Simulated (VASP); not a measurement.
A run of VASP 6.6.1 is set up as follows.

File INCAR:

```
SYSTEM = BeS
  ALGO = Normal
  EDIFF = 1E-7
  ENCUT = 520
  GGA = PE
  ISIF = 2
  ISMEAR = 0
  LASPH = .TRUE.
  LCHARG = .TRUE.
  LELF = .TRUE.
  LREAL = .FALSE.
  LVHAR = .TRUE.
  LWAVE = .FALSE.
  NBANDS = 11
  NELM = 60
  PREC = Accurate
  SIGMA = 0.05
```

File KPOINTS:

```
k-points
0
G
  8 8 8
  0 0 0
```

POSCAR

```
BeS
1.0
    0.0000000000      2.3522500000      2.4977500000
    2.3522500000      0.0000000000      2.4977500000
    2.3522500000      2.3522500000      0.0000000000
Be S
1 1
Direct
    0.0000000000      0.0000000000      0.0000000000
    0.7500000000      0.7500000000      0.7500000000
```

Potentials or basis: VASP PAW PBE potentials, release 64 (Be, S).

Command:

```console
$ cat potpaw_PBE.64/Be/POTCAR potpaw_PBE.64/S/POTCAR > POTCAR
$ mpirun -np 1 vasp_std > vasp.out
```

Estimate the pressure.

4.8 GPa.

Predict the band gap on the k mesh.

2.76 eV, indirect (least direct gap 5.53 eV).

Stress tensor (GPa, compression positive):
```
6.99 0.00 0.00
0.00 6.99 0.00
0.00 0.00 0.38
```

Caveat: the cell differs from its parent crystal (strain -0.030 along x and y, +0.030 along z). A k mesh can miss the band edges.
